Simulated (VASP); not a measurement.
The system is CdSe.

```
CELL_PARAMETERS angstrom
4.30222 0.00000 0.00000
-2.15111 3.72584 0.00000
0.00000 0.00000 7.02077
ATOMIC_POSITIONS crystal
Cd 0.33333 0.66667 0.00013
Cd 0.66667 0.33333 0.50013
Se 0.33333 0.66667 0.37587
Se 0.66667 0.33333 0.87587
```

Base run:

- Program: VASP 6.6.1
- Functional: r2SCAN
- Potentials or basis: VASP PAW PBE potentials, release 64 (Cd, Se)
- Cutoff: 520 eV
- k mesh: 7 × 7 × 4
- Occupations: fermi-dirac, width 0.05 eV
- Spin: no spin polarisation

Its results: band gap on the k mesh 1.15 eV; pressure 1.7 GPa.

Problem. The run is repeated on the same cell with these changes: functional from r2SCAN to PBEsol. What comes out?

Solution. Band gap on the k mesh 0.54 eV; pressure 0.3 GPa.

Caveats: the PAW data sets were made with another functional, which shifts forces and pressure a little.

